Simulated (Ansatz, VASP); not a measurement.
Ir: VASP beside Ansatz

```xyz
1
Lattice="0.0000 1.9270 1.9270 1.9270 0.0000 1.9270 1.9270 1.9270 0.0000" Properties=species:S:1:pos:R:3 pbc="T T T"
Ir    0.0000    0.0000    0.0000
```

Alike in both runs: task single point; functional r2SCAN; k mesh 8 × 8 × 8; occupations gaussian, width 0.1 eV; no spin polarisation.

|  | VASP | Ansatz |
| --- | --- | --- |
| version | VASP 6.6.1 | Ansatz 0.2.0 |
| potentials or method | VASP PAW PBE potentials, release 64 (Ir), cutoff 520 eV | scalar-relativistic, plane waves, PAW |
| valence electrons in the cell | 9 | 17 |

Ansatz gave:

* gap on the k mesh at the Fermi level (eV): none
* pressure (GPa): -1.2

**Question.** What did VASP give for the same quantities?

**Answer.** gap on the k mesh at the Fermi level (eV): none; pressure (GPa): 1.0.

VASP's potentials were made for PBE, not for r2SCAN. A gap of «none» marks a metal or a gap that the smearing closes. VASP's potentials hold 9 valence electrons a cell and Ansatz's 17, so a difference there can come from the potentials and not from the codes.

Spin-orbit coupling is off throughout.
